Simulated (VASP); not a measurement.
Write the native input for VASP 6.6.1 that does the following.

- Task: single point
- Functional: PBEsol
- Potentials or basis: VASP PAW PBE potentials, release 64 (Mg, O)
- Cutoff: 520 eV
- k mesh: 12 × 12 × 12
- Occupations: gaussian, width 0.05 eV
- Spin: no spin polarisation
- Dipole correction: no
- Further INCAR settings: ALGO = Normal; EDIFF = 1e-06; NBANDS = 14

The structure of MgO2 lies in POSCAR:

```
MgO2
1.0
    1.6689514567      0.9635695728      3.6337380299
   -1.6689514567      0.9635695728      3.6337380299
    0.0000000000     -1.9271391455      3.6337380299
Mg O
1 2
Direct
    0.0000000000      0.0000000000      0.0000000000
    0.4287860000      0.4287860000      0.4287860000
    0.5712140000      0.5712140000      0.5712140000
```

This cell differs from its parent crystal: strain +0.040 along x and y, +0.040 along z.

One way to write it, as run:

INCAR

```
ALGO = Normal ; EDIFF = 1E-6
ENCUT = 520 ; GGA = PS
ISIF = 2 ; ISMEAR = 0
LASPH = T ; LCHARG = F
LREAL = F ; LWAVE = F
NBANDS = 14 ; NELM = 80
PREC = Accurate ; SIGMA = 0.05
```

KPOINTS

```
k-points
0
Gamma
  12 12 12
```

Potentials or basis: VASP PAW PBE potentials, release 64 (Mg, O).

Command:

```bash
$ cat potpaw_PBE.64/Mg/POTCAR potpaw_PBE.64/O/POTCAR > POTCAR
$ mpirun -np 1 vasp_std > vasp.out
```

It gave:

```
Pressure               : -16.0 GPa
Largest force          : 0.624 eV/Å
Band gap on the k mesh : 1.56 eV
```

Caveat: the cell differs from its parent crystal (strain +0.040 along x and y, +0.040 along z); the cell stands under tension; the PAW data sets were made with another functional, which shifts forces and pressure a little.

Run time: 35 s on 1 thread of Intel(R) Xeon(R) 6975P-C (Granite Rapids), with other jobs on the host, peak memory 0.24 GiB.
